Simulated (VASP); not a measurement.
Os: single point with PBEsol

Os:

```
Os
1.0
     0.00000    1.97060    1.97060
     1.97060    0.00000    1.97060
     1.97060    1.97060    0.00000
Os
1
Direct
  0.00000 0.00000 0.00000
```

This cell differs from its parent crystal: volume scaled by 1.04.

| Property | Result |
| --- | --- |
| Program | VASP 6.6.1 |
| Task | single point |
| Functional | PBEsol |
| Potentials or basis | VASP PAW PBE potentials, release 64 (Os) |
| Cutoff | 600 eV |
| k mesh | 14 × 14 × 14 |
| Occupations | fermi-dirac, width 0.05 eV |
| Spin | no spin polarisation |
| Dipole correction | no |
| Further INCAR settings | ALGO = Normal; EDIFF = 1e-06; NBANDS = 10 |

```json
{
 "Pressure": "-31.6 GPa",
 "Band gap on the k mesh": "zero (band 4 reaches 10.04 eV, above the bottom of band 5 at 6.70 eV)"
}
```

Levels at points of the mesh, in eV from the Fermi level:
| k point | band 2 | band 3 | band 4 | band 5 | band 6 | band 7 |
| --- | --- | --- | --- | --- | --- | --- |
| (0.00, 0.00, 0.00) | -2.60 | -2.60 | -2.60 | 0.06 | 0.06 | 14.34 |
| (0.50, 0.00, 0.00) | -2.73 | -2.73 | -0.16 | 2.16 | 2.16 | 7.92 |
| (0.50, 0.50, 0.00) | -6.03 | 2.12 | 2.20 | 2.75 | 2.75 | 10.87 |

It took 8.2 s on 1 thread of Intel(R) Xeon(R) Platinum 8559C (Emerald Rapids), with other jobs on the host, peak memory 0.15 GiB.

Caveat: the PAW data sets were made with another functional, which shifts forces and pressure a little; spin-orbit coupling is left out, which moves the levels of the heavy elements.
